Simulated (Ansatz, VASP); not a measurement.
Sr: VASP beside Ansatz

```xyz
6
Lattice="3.9683 2.2911 7.2604 -3.9683 2.2911 7.2604 0.0000 -4.5822 7.2604" Properties=species:S:1:pos:R:3 pbc="T T T"
Sr    0.3248    2.2911   12.7056
Sr   -2.1466   -0.8642   12.7056
Sr    1.8217   -1.4269   12.7056
Sr   -0.3248   -2.2911    9.0754
Sr    2.1466    0.8642    9.0754
Sr   -1.8217    1.4269    9.0754
```

Alike in both runs: task single point; functional PBE; k mesh 3 × 3 × 3; occupations gaussian, width 0.1 eV; no spin polarisation.

|  | VASP | Ansatz |
| --- | --- | --- |
| version | VASP 6.6.1 | Ansatz 0.2.0 |
| potentials or method | VASP PAW PBE potentials, release 64 (Sr_sv), cutoff 520 eV | scalar-relativistic, plane waves, PAW |
| valence electrons in the cell | 60 | 60 |

```tsv
	VASP	Ansatz	Ansatz less VASP
gap on the k mesh at the Fermi level (eV)	none	none	-
pressure (GPa)	-0.1	-0.1	0.00
traceless stress, the component that is largest in VASP (GPa)	-1.44	-1.43	+0.002
rms of the force components (eV/Å)	0.139	0.139	-0.0002
```

Atom by atom the forces differ by 0.000 eV/Å (rms over components). A gap of «none» marks a metal or a gap that the smearing closes.
